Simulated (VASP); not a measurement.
Input of a VASP 6.6.1 run:

File INCAR:

```
  ALGO = Normal
  EDIFF = 1E-6
  ENCUT = 520
  GGA = PS
  ISIF = 2
  ISMEAR = -1
  LASPH = True
  LCHARG = True
  LELF = True
  LREAL = False
  LVHAR = True
  LWAVE = False
  NBANDS = 46
  NELM = 60
  PREC = Accurate
  SIGMA = 0.02
```

File KPOINTS:

```
k-points
0
Gamma
  4 4 8
```

Contents of POSCAR:

```
ZnO
1.0
    5.5159052452      0.0000000000      0.0000000000
    0.0000000000      5.5159052452      0.0000000000
    0.0000000000      0.0000000000      3.2399906075
Zn O
4 4
Direct
    0.1819542620      0.1819542620      0.5000000000
    0.8180457380      0.8180457380      0.5000000000
    0.6819542620      0.3180457380      0.0000000000
    0.3180457380      0.6819542620      0.0000000000
    0.8181033525      0.1818966475      0.5000000000
    0.1818966475      0.8181033525      0.5000000000
    0.6818966475      0.6818966475      0.0000000000
    0.3181033525      0.3181033525      0.0000000000
```

Potentials or basis: VASP PAW PBE potentials, release 64 (Zn, O).

Command:

```sh
$ cat potpaw_PBE.64/Zn/POTCAR potpaw_PBE.64/O/POTCAR > POTCAR
$ mpirun -np 1 vasp_std > vasp.out
```

(1) Estimate the band gap on the k mesh.

(2) What does it give for the largest force?

(3) Predict the pressure.

Answers

(1) 0.69 eV.

(2) 0.003 eV/Å.

(3) 0.9 GPa.

Caveat: the PAW data sets were made with another functional, which shifts forces and pressure a little.
